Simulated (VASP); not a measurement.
# Pb (Fddd) in VASP: single point with LDA

Aim: the single point of Pb with LDA.

Program: VASP 6.6.1. These are calculated values, not measurements. Logs are shortened: lines on timing, memory, paths and dates and some standing lists are left out, and cuts for length are marked.

## (1) The cell of the first run

The structure is orthorhombic, space group Fddd (No. 70). Conventional cell: a = 6.603 Å, b = 6.878 Å, c = 7.153 Å, α = 90.00°, β = 90.00°, γ = 90.00°. Pb (site symmetry 222) has 4 Pb at 2.98 Å within 3.9 Å.

## (2) Single point, LDA (strain -0.0400 x Voigt [1, -1, 0, 0, 0, 0])

INCAR reads:

```
SYSTEM = Pb
ALGO = Fast
EDIFF = 1E-6
ENCUT = 520
GGA = CA
ISIF = 2
ISMEAR = 0
LASPH = .True.
LCHARG = .False.
LREAL = .False.
LWAVE = .False.
NBANDS = 21
NELM = 100
PREC = Accurate
SIGMA = 0.15
```

KPOINTS reads:

```
k-points
0
Gamma
  12 12 12
  0 0 0
```

POSCAR reads:

```
Pb
1.0
    0.0000000000      3.5765600577      3.4390000555
    3.3014400533      0.0000000000      3.4390000555
    3.3014400533      3.5765600577      0.0000000000
Pb
2
Direct
    0.5000000000      0.5000000000      0.5000000000
    0.7500000000      0.7500000000      0.7500000000
```

Potentials or basis: VASP PAW LDA potentials, release 64 (Pb_d).

Command:

```console
$ cat potpaw_LDA.64/Pb_d/POTCAR > POTCAR
$ mpirun -np 1 vasp_std > vasp.out
```

OUTCAR:

```text
SYSTEM = Pb
   EDIFF = 1E-6
   ENCUT = 520
   GGA = CA
   ISIF = 2
   ISMEAR = 0
   LASPH = .True.
   LREAL = .False.
   NELM = 100
   PREC = Accurate

 ion  position               nearest neighbor table
   1  0.500  0.500  0.500-   2 2.98   2 2.98   2 2.98   2 2.98
   2  0.750  0.750  0.750-   1 2.98   1 2.98   1 2.98   1 2.98

  LATTYP: Found a face centered orthorhombic cell.
 ALAT       =     6.6028801066
 B/A-ratio  =     1.0416666667
 C/A-ratio  =     1.0833333333

  Lattice vectors:

 A1 = (   0.0000000000,   3.5765600577,  -3.4390000555)
 A2 = (   3.3014400533,   3.5765600577,   0.0000000000)
 A3 = (   3.3014400533,   0.0000000000,  -3.4390000555)

Analysis of symmetry for initial positions (statically):
=====================================================================
 Subroutine PRICEL returns:
 Original cell was already a primitive cell.

 Routine SETGRP: Setting up the symmetry group for a
 face centered orthorhombic supercell.

 Subroutine GETGRP returns: Found  8 space group operations
 (whereof  4 operations were pure point group operations)
 out of a pool of  8 trial point group operations.

The static configuration has the point symmetry D_2 .
 The point group associated with its full space group is D_2h.

Analysis of symmetry for dynamics (positions and initial velocities):
=====================================================================
 Subroutine PRICEL returns:
 Original cell was already a primitive cell.

 Routine SETGRP: Setting up the symmetry group for a
 face centered orthorhombic supercell.

 Subroutine GETGRP returns: Found  8 space group operations
 (whereof  4 operations were pure point group operations)
 out of a pool of  8 trial point group operations.

The dynamic configuration has the point symmetry D_2 .
 The point group associated with its full space group is D_2h.

 Subroutine INISYM returns: Found  8 space group operations
 (whereof  4 operations are pure point group operations),
 and found     1 'primitive' translations

----------------------------------------------------------------------------------------

                                     Primitive cell

  volume of cell :      81.2140

  direct lattice vectors                    reciprocal lattice vectors
     0.000000000  3.576560058  3.439000056    -0.151449062  0.139799134  0.145391100
     3.301440053  0.000000000  3.439000056     0.151449062 -0.139799134  0.145391100
     3.301440053  3.576560058  0.000000000     0.151449062  0.139799134 -0.145391100

  length of vectors
     4.961703662  4.767203353  4.867369749     0.252228445  0.252228445  0.252228445

  position of ions in fractional coordinates (direct lattice)
     0.500000000  0.500000000  0.500000000
     0.750000000  0.750000000  0.750000000

  ion indices of the primitive-cell ions
   primitive index   ion index
                 1           1
                 2           2

----------------------------------------------------------------------------------------

 KPOINTS: k-points

Automatic generation of k-mesh.
 Grid dimensions read from file:
 generate k-points for:   12   12   12

 Generating k-lattice:

  Cartesian coordinates                     Fractional coordinates (reciprocal lattice)
    -0.012620755  0.011649928  0.012115925     0.083333333  0.000000000  0.000000000
     0.012620755 -0.011649928  0.012115925     0.000000000  0.083333333  0.000000000
     0.012620755  0.011649928 -0.012115925     0.000000000  0.000000000  0.083333333

  Length of vectors
     0.021019037  0.021019037  0.021019037

  Shift w.r.t. Gamma in fractional coordinates (k-lattice)
     0.000000000  0.000000000  0.000000000

 Subroutine IBZKPT returns following result:
 ===========================================

 Found    280 irreducible k-points:

 Following reciprocal coordinates:
            Coordinates               Weight
  0.000000  0.000000  0.000000      1.000000
  0.083333 -0.000000 -0.000000      8.000000
  0.166667 -0.000000  0.000000      8.000000
  0.250000 -0.000000 -0.000000      8.000000
  0.333333 -0.000000 -0.000000      8.000000
  0.416667 -0.000000 -0.000000      8.000000
[... 16 lines left out ...]
  0.500000  0.166667 -0.000000      8.000000
 -0.416667  0.166667  0.000000      8.000000
 [... further k-points ...]
   k-points           NKPTS =    280   k-points in BZ     NKDIM =    280   number of bands    NBANDS=     21
   number of dos      NEDOS =    301   number of ions     NIONS =      2
   total plane-waves  NPLWV =  51840
   dimension x,y,z NGX =    40 NGY =   36 NGZ =   36
   dimension x,y,z NGXF=    80 NGYF=   72 NGZF=   72
   ions per type =               2
   NGX,Y,Z   is equivalent  to a cutoff of  13.40, 12.55, 12.30 a.u.
   NGXF,Y,Z  is equivalent  to a cutoff of  26.80, 25.11, 24.59 a.u.
 SYSTEM =  Pb
   PREC   = accura    normal or accurate (medium, high low for compatibility)
   ISTART =      0    job   : 0-new  1-cont  2-samecut
   ICHARG =      2    charge: 1-file 2-atom 10-const
   ISPIN  =      1    spin polarized calculation?
   LNONCOLLINEAR =      F non collinear calculations
   LSORBIT =      F    spin-orbit coupling
   LASPH  =      T    aspherical Exc in radial PAW
   ENCUT  =  520.0 eV  38.22 Ry    6.18 a.u.   9.23  8.86  9.05*2*pi/ulx,y,z
   NELM   =    100;   NELMIN=  2; NELMDL= -5     # of ELM steps
   EDIFF  = 0.1E-05   stopping-criterion for ELM
   LREAL  =      F    real-space projection
[... 7 lines left out ...]
   TEBEG  =    0.0;   TEEND  =   0.0 temperature during run
   PSTRESS=    0.0 pullay stress
   NELECT =      28.0000    total number of electrons
   NUPDOWN=      -1.0000    fix difference up-down
   EMIN   =  10.00;   EMAX   =-10.00  energy-range for DOS
   EFERMI =   0.00;   METHOD = LEGACY
   ISMEAR =     0;   SIGMA  =   0.15  broadening in eV -4-tet -1-fermi 0-gaus
   EFERMI_NEDOS =   21; number of points for ismear=-14 and -15
   IALGO  =     68    algorithm
   IMIX   =      4    mixing-type and parameters
     AMIX     =   0.40;   BMIX     =  1.00
     AMIX_MAG =   1.60;   BMIX_MAG =  1.00
  volume/ion in A,a.u.               =      40.61       274.03
  Fermi-wavevector in a.u.,A,eV,Ry     =   1.147935  2.169282 17.929129  1.317754
  Thomas-Fermi vector in A             =   2.284612
   LORBIT       =      0    0 simple, 1 ext, 2 COOP (PROOUT), +10 PAW based schemes
   GGA     = CA    functional components
   LHFCALC =     F    Hartree Fock is set to
   AEXX    =    0.0000 exact exchange contribution
   IVDW    =     0    specifies the selected vdW correction
   LEPSILON=     F    determine dielectric tensor
   LRPA    =     F    only Hartree local field effects (RPA)
 non-spin polarized calculation
 RMM-DIIS sequential band-by-band and
 Gauss-broadening in eV      SIGMA  =   0.15
  energy-cutoff  :      520.00
  volume of cell :       81.21
 maximum number of plane-waves:      2216
 NGX is ok and might be reduce to    40
   NGX = 19   NGY = 17   NGZ = 19

 number of electron      27.9999999 magnetization

 Free energy of the ion-electron system (eV)
  ---------------------------------------------------
  ext. energy  EPLUGINS =         0.00000000
  ---------------------------------------------------
  free energy    TOTEN  =        -7.87759313 eV

  energy without entropy =       -7.87005286  energy(sigma->0) =       -7.87382299

 E-fermi :   4.0268     XC(G=0):  -8.7745

 val. band max:        4.0016502333   @ k =  -0.1667   0.0833   0.0000
 cond. band min:       4.0282477670   @ k =  -0.4167   0.0833   0.0000
 fundamental gap:      0.0265975337
 Fermi energy:         4.0268127557

 k-point     1 :       0.0000    0.0000    0.0000
  band No.  band energies     occupation
      1     -13.1141      2.00000
      2     -13.0873      2.00000
      3     -13.0667      2.00000
      4     -13.0197      2.00000
      5     -12.9993      2.00000
      6     -12.6115      2.00000
[... 13 lines left out ...]
     20      11.4969      0.00000
     21      11.9315      0.00000

 k-point     2 :       0.0833   -0.0000   -0.0000
  band No.  band energies     occupation
      1     -13.1176      2.00000
      2     -13.0920      2.00000
      3     -13.0746      2.00000
      4     -13.0063      2.00000
      5     -12.9890      2.00000
      6     -12.6195      2.00000
[... 13 lines left out ...]
     20      11.1375      0.00000
     21      11.6218      0.00000

 k-point     3 :       0.1667   -0.0000    0.0000
  band No.  band energies     occupation
      1     -13.1283      2.00000
      2     -13.1006      2.00000
      3     -13.0814      2.00000
      4     -12.9813      2.00000
      5     -12.9673      2.00000
      6     -12.6380      2.00000
[... 13 lines left out ...]
     20      10.9344      0.00000
     21      11.2949      0.00000

 k-point     4 :       0.2500   -0.0000   -0.0000
  band No.  band energies     occupation
      1     -13.1412      2.00000
      2     -13.1089      2.00000
      3     -13.0795      2.00000
      4     -12.9575      2.00000
      5     -12.9456      2.00000
      6     -12.6578      2.00000
[... 13 lines left out ...]
     20      11.1084      0.00000
     21      11.3525      0.00000

 k-point     5 :       0.3333   -0.0000   -0.0000
  band No.  band energies     occupation
      1     -13.1510      2.00000
      2     -13.1138      2.00000
      3     -13.0746      2.00000
      4     -12.9401      2.00000
      5     -12.9299      2.00000
      6     -12.6731      2.00000
[... 13 lines left out ...]
     20      11.5376      0.00000
     21      11.5850      0.00000

 k-point     6 :       0.4167   -0.0000   -0.0000
  band No.  band energies     occupation
      1     -13.1568      2.00000
      2     -13.1157      2.00000
      3     -13.0703      2.00000
      4     -12.9307      2.00000
      5     -12.9213      2.00000
      6     -12.6825      2.00000
[... 13 lines left out ...]
     20      12.0078      0.00000
     21      12.2549      0.00000

 k-point     7 :       0.5000   -0.0000   -0.0000
  band No.  band energies     occupation
      1     -13.1586      2.00000
      2     -13.1161      2.00000
      3     -13.0687      2.00000
      4     -12.9280      2.00000
      5     -12.9187      2.00000
      6     -12.6856      2.00000
[... 13 lines left out ...]
     20      11.8195      0.00000
     21      12.4074      0.00000
[... 291 lines left out ...]
      1     -13.1426      2.00000
      2     -13.1075      2.00000
      3     -13.0912      2.00000
      4     -12.9623      2.00000
      5     -12.9055      2.00000
      6     -12.7301      2.00000
[... 13 lines left out ...]
     20      10.6037      0.00000
     21      12.1381      0.00000

 k-point    21 :       0.3333    0.1667   -0.0000
  band No.  band energies     occupation
      1     -13.1582      2.00000
      2     -13.1184      2.00000
      3     -13.0747      2.00000
      4     -12.9387      2.00000
      5     -12.8838      2.00000
      6     -12.7526      2.00000
[... 13 lines left out ...]
     20      11.2913      0.00000
     21      12.4209      0.00000

 k-point    22 :       0.4167    0.1667   -0.0000
  band No.  band energies     occupation
      1     -13.1703      2.00000
      2     -13.1290      2.00000
      3     -13.0532      2.00000
      4     -12.9171      2.00000
      5     -12.8743      2.00000
      6     -12.7599      2.00000
[... 13 lines left out ...]
     20      11.8947      0.00000
     21      12.7687      0.00000

 k-point    23 :       0.5000    0.1667   -0.0000
  band No.  band energies     occupation
      1     -13.1766      2.00000
      2     -13.1376      2.00000
      3     -13.0347      2.00000
      4     -12.9023      2.00000
      5     -12.8767      2.00000
      6     -12.7530      2.00000
[... 13 lines left out ...]
     20      11.7699      0.00000
     21      12.7259      0.00000

 k-point    24 :      -0.4167    0.1667    0.0000
  band No.  band energies     occupation
      1     -13.1756      2.00000
      2     -13.1436      2.00000
      3     -13.0254      2.00000
      4     -12.9067      2.00000
      5     -12.8766      2.00000
      6     -12.7420      2.00000
[... 13 lines left out ...]
     20      11.4263      0.00000
     21      12.0584      0.00000

 [... further k-points ...]

------------------------ aborting loop because EDIFF is reached ----------------------------------------

  FORCE on cell =-STRESS in cart. coord.  units (eV):
  Direction    XX          YY          ZZ          XY          YZ          ZX
  --------------------------------------------------------------------------------------
  -------------------------------------------------------------------------------------
  Total       -0.1037263     -0.5871616     -0.3252888      0.0000000      0.0000000      0.0000000
  in kB       -2.0462950    -11.5834284     -6.4172449      0.0000000      0.0000000      0.0000000
  external PRESSURE =      -6.6823228 kB  Pullay stress =       0.0000000 kB

 VOLUME and BASIS-vectors are now :
 -----------------------------------------------------------------------------
  energy-cutoff  :      520.00
  volume of cell :       81.21
      direct lattice vectors                 reciprocal lattice vectors
     0.000000000  3.576560058  3.439000056    -0.151449062  0.139799134  0.145391100
     3.301440053  0.000000000  3.439000056     0.151449062 -0.139799134  0.145391100
     3.301440053  3.576560058  0.000000000     0.151449062  0.139799134 -0.145391100

 POSITION                                       TOTAL-FORCE (eV/Angst)
 -----------------------------------------------------------------------------------
      3.30144      3.57656      3.43900         0.000000      0.000000      0.000000
      4.95216      5.36484      5.15850        -0.000000     -0.000000     -0.000000
 -----------------------------------------------------------------------------------
    total drift:                               -0.000000     -0.000000      0.000000

  FREE ENERGIE OF THE ION-ELECTRON SYSTEM (eV)
  ---------------------------------------------------
  free  energy   TOTEN  =        -7.8775931272 eV

  energy  without entropy=       -7.8700528601  energy(sigma->0) =       -7.87382299
```

Run time: 5.7 min. Hardware: 1 thread of Intel Xeon Platinum 8488C (Sapphire Rapids), shared host; peak memory 0.46 GiB.

What came out:

* Free energy: -7.8776 eV
* Pressure: -0.7 GPa
* Band gap on the k mesh: zero (bands 14 and 15 overlap by 0.95 eV)

Stress tensor (GPa, compression positive):
```
-0.20  0.00  0.00
 0.00 -1.16  0.00
 0.00  0.00 -0.64
```

Levels at points of the mesh, in eV from the Fermi level:
```tsv
k point	band 10	band 11	band 12	band 13	band 14	band 15	band 16	band 17	band 18	band 19
(0.00, 0.00, 0.00)	-16.57	-11.12	-3.93	0.17	0.45	0.68	2.28	2.45	2.62	4.08
(0.50, 0.00, 0.00)	-16.50	-9.76	-7.08	-0.98	-0.92	-0.50	3.46	3.67	5.45	7.18
(0.50, 0.50, 0.00)	-16.49	-8.46	-8.46	-1.93	-1.93	0.86	0.86	6.99	6.99	8.00
(0.50, 0.00, 0.50)	-16.47	-8.56	-8.56	-1.74	-1.74	1.05	1.05	7.04	7.04	8.05
(0.00, 0.50, 0.50)	-16.52	-8.37	-8.37	-2.12	-2.12	0.69	0.69	7.20	7.20	8.17
```

Caveat: the cell differs from its parent crystal (strain -0.0400 x Voigt [1, -1, 0, 0, 0, 0]); spin-orbit coupling is left out, which moves the levels of the heavy elements.

The gap in the log of VASP goes by the Fermi energy; the results here count the filled bands.